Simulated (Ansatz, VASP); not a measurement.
# Two plane-wave programs on ZnCu2SnS4

File INCAR:

```
SYSTEM = ZnCu2SnS4
ALGO = Normal
EDIFF = 1E-7
ENCUT = 520
GGA = PE
ISIF = 2
ISMEAR = 0
LASPH = .True.
LCHARG = .False.
LREAL = .False.
LWAVE = .False.
NBANDS = 46
NELM = 80
PREC = Accurate
SIGMA = 0.01
```

KPOINTS

```
k-points
0
Gamma
  6 6 6
  0 0 0
```

POSCAR

```
ZnCu2SnS4
1.0
   -2.6784216418      2.6784216418      5.3560514520
    2.6784216418     -2.6784216418      5.3560514520
    2.6784216418      2.6784216418     -5.3560514520
Cu Zn Sn S
2 1 1 4
Direct
    0.0000000000      0.0000000000      0.0000000000
    0.7500000000      0.2500000000      0.5000000000
    0.2500000000      0.7500000000      0.5000000000
    0.5000000000      0.5000000000      0.0000000000
    0.1042747315      0.6288744171      0.9919145733
    0.3711255829      0.3630401563      0.4754003144
    0.6369598437      0.1123601582      0.0080854267
    0.8876398418      0.8957252685      0.5245996856
```

Input for Ansatz:

```yaml
crystal:
  lattice:
    - [-2.6784216418, 2.6784216418, 5.356051452]
    - [2.6784216418, -2.6784216418, 5.356051452]
    - [2.6784216418, 2.6784216418, -5.356051452]
  atoms:
    - { symbol: Cu, position: [0.0, 0.0, 0.0] }
    - { symbol: Cu, position: [0.75, 0.25, 0.5] }
    - { symbol: Zn, position: [0.25, 0.75, 0.5] }
    - { symbol: Sn, position: [0.5, 0.5, 0.0] }
    - { symbol: S, position: [0.1042747315, 0.6288744171, 0.9919145733] }
    - { symbol: S, position: [0.3711255829, 0.3630401563, 0.4754003144] }
    - { symbol: S, position: [0.6369598437, 0.1123601582, 0.0080854267] }
    - { symbol: S, position: [0.8876398418, 0.8957252685, 0.5245996856] }
kpoints:
  mp_grid: { grid: [6, 6, 6] }
hamiltonian:
  xc: pbe
scf:
  occupations: { method: fixed }
  n_extra_bands: 6
output:
  forces: true
  stress: true
  eigenvalues: true
```

Alike in both runs: task single point; functional PBE; k mesh 6 × 6 × 6; no spin polarisation.

|  | VASP | Ansatz |
| --- | --- | --- |
| version | VASP 6.6.1 | Ansatz 0.2.0 |
| potentials or method | VASP PAW PBE potentials, release 64 (Cu, Zn, Sn_d, S) | plane waves, PAW |
| plane-wave cutoff (eV) | 520 | 420 |
| occupations | gaussian, width 0.01 eV | fixed |
| valence electrons in the cell | 72 | 88 |

|  | VASP | Ansatz | Ansatz less VASP |
| --- | --- | --- | --- |
| gap on the k mesh at the Fermi level (eV) | 0.29 | 0.26 | -0.029 |
| pressure (GPa) | 5.0 | 5.0 | -0.07 |
| rms of the force components (eV/Å) | 0.040 | 0.056 | +0.0163 |

Atom by atom the forces differ by 0.017 eV/Å (rms over components). VASP's potentials hold 72 valence electrons a cell and Ansatz's 88, so a difference there can come from the potentials and not from the codes.
